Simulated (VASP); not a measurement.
Write the native input for VASP 6.6.1 that does the following.

| Property | Result |
| --- | --- |
| Task | band structure |
| Functional | HSE03 |
| Potentials or basis | VASP PAW PBE potentials, release 64 (Ag, Cl) |
| Cutoff | 520 eV |
| k mesh | 6 × 6 × 6 |
| Occupations | gaussian, width 0.02 eV |
| Spin | no spin polarisation |
| Grid for exact exchange (PRECFOCK) | Fast |
| Further INCAR settings | ALGO = Normal; EDIFF = 1e-07; NBANDS = 16 |
| Share of exact exchange | 0.25 |
| Screening parameter | 0.3 1/Å |

AgCl:

```xyz
2
Lattice="0.0000 2.7350 2.7350 2.7350 0.0000 2.7350 2.7350 2.7350 0.0000" Properties=species:S:1:pos:R:3 pbc="T T T"
Ag    0.0000    0.0000    0.0000
Cl    2.7350    2.7350    2.7350
```

One way to write it, as run:

POSCAR

```
AgCl
1.0
    0.0000000000      2.7350000000      2.7350000000
    2.7350000000      0.0000000000      2.7350000000
    2.7350000000      2.7350000000      0.0000000000
Ag Cl
1 1
Direct
    0.0000000000      0.0000000000      0.0000000000
    0.5000000000      0.5000000000      0.5000000000
```

INCAR.step1

```
SYSTEM = AgCl
PREC = Accurate
ENCUT = 520
EDIFF = 1E-5
ISMEAR = 0
SIGMA = 0.02
LREAL = .False.
LASPH = .True.
NELM = 60
ALGO = Normal
ISIF = 2
LWAVE = .True.
LCHARG = .False.
LMAXMIX = 4
NBANDS = 16
GGA = PE
KPAR = 4
```

INCAR.step2

```
SYSTEM = AgCl
PREC = Accurate
ENCUT = 520
EDIFF = 1E-7
ISMEAR = 0
SIGMA = 0.02
LREAL = .False.
LASPH = .True.
NELM = 60
ALGO = Normal
ISIF = 2
LWAVE = .False.
LCHARG = .False.
LMAXMIX = 4
GGA = PE
LHFCALC = .True.
HFSCREEN = 0.3
PRECFOCK = Fast
NBANDS = 16
ISTART = 1
KPAR = 4
```

KPOINTS

```
regular mesh
0
Gamma
  6 6 6
  0 0 0
```

KPOINTS_OPT

```
path GXWKGLUWLK,UX
8
line-mode
reciprocal
 0.0000000000  0.0000000000  0.0000000000  G
 0.5000000000  0.0000000000  0.5000000000  X

 0.5000000000  0.0000000000  0.5000000000  X
 0.5000000000  0.2500000000  0.7500000000  W

 0.5000000000  0.2500000000  0.7500000000  W
 0.3750000000  0.3750000000  0.7500000000  K

 0.3750000000  0.3750000000  0.7500000000  K
 0.0000000000  0.0000000000  0.0000000000  G

 0.0000000000  0.0000000000  0.0000000000  G
 0.5000000000  0.5000000000  0.5000000000  L

 0.5000000000  0.5000000000  0.5000000000  L
 0.6250000000  0.2500000000  0.6250000000  U

 0.6250000000  0.2500000000  0.6250000000  U
 0.5000000000  0.2500000000  0.7500000000  W

 0.5000000000  0.2500000000  0.7500000000  W
 0.5000000000  0.5000000000  0.5000000000  L

 0.5000000000  0.5000000000  0.5000000000  L
 0.3750000000  0.3750000000  0.7500000000  K

 0.6250000000  0.2500000000  0.6250000000  U
 0.5000000000  0.0000000000  0.5000000000  X
```

Potentials or basis: VASP PAW PBE potentials, release 64 (Ag, Cl).

The run is started by

```console
$ cat potpaw_PBE.64/Ag/POTCAR potpaw_PBE.64/Cl/POTCAR > POTCAR
$ cp INCAR.step1 INCAR
$ mpirun -np 4 vasp_std > vasp.out
$ cp INCAR.step2 INCAR
$ mpirun -np 4 vasp_std > vasp.out
```

It gave:

* Pressure: 3.5 GPa
* Band gap on the k mesh: 2.16 eV (least direct gap 4.57 eV)
* Band gap along the path: 2.16 eV (least direct gap 4.43 eV)

Caveat: the cell stands under pressure; the PAW data sets were made with another functional, which shifts forces and pressure a little.

It took 17 min on 4 MPI ranks on AMD EPYC 9R14 (Zen 4) (shared host), peak memory 0.3 GiB a rank.
